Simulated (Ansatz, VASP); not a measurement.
# Two plane-wave programs on PtSe2

```
Pt Se
1.0
     3.69114    0.00000    0.00000
    -1.84557    3.19662    0.00000
     0.00000    0.00000    6.74267
Pt Se
1 2
Direct
  0.00000 0.00000 0.00000
  0.33333 0.66667 0.20019
  0.66667 0.33333 0.79981
```

Alike in both runs: task single point; functional PBE; k mesh 12 × 12 × 6; occupations gaussian, width 0.05 eV; no spin polarisation.

```csv
,VASP,Ansatz
version,VASP 6.6.1,Ansatz 0.2.0
potentials or method,"VASP PAW PBE potentials, release 64 (Pt, Se), cutoff 520 eV","scalar-relativistic, plane waves, PAW"
valence electrons in the cell,22,50
```

|  | VASP | Ansatz | Ansatz less VASP |
| --- | --- | --- | --- |
| gap on the k mesh at the Fermi level (eV) | 1.04 | 1.05 | +0.010 |
| least direct gap on the mesh (eV) | 1.24 | 1.24 | +0.008 |
| pressure (GPa) | 1.0 | 1.0 | +0.03 |
| traceless stress, the component that is largest in VASP (GPa) | -1.56 | -1.57 | -0.008 |
| rms of the force components (eV/Å) | 0.051 | 0.050 | -0.0009 |

Atom by atom the forces differ by 0.001 eV/Å (rms over components). VASP's potentials hold 22 valence electrons a cell and Ansatz's 50, so a difference there can come from the potentials and not from the codes.

Spin-orbit coupling is off throughout.
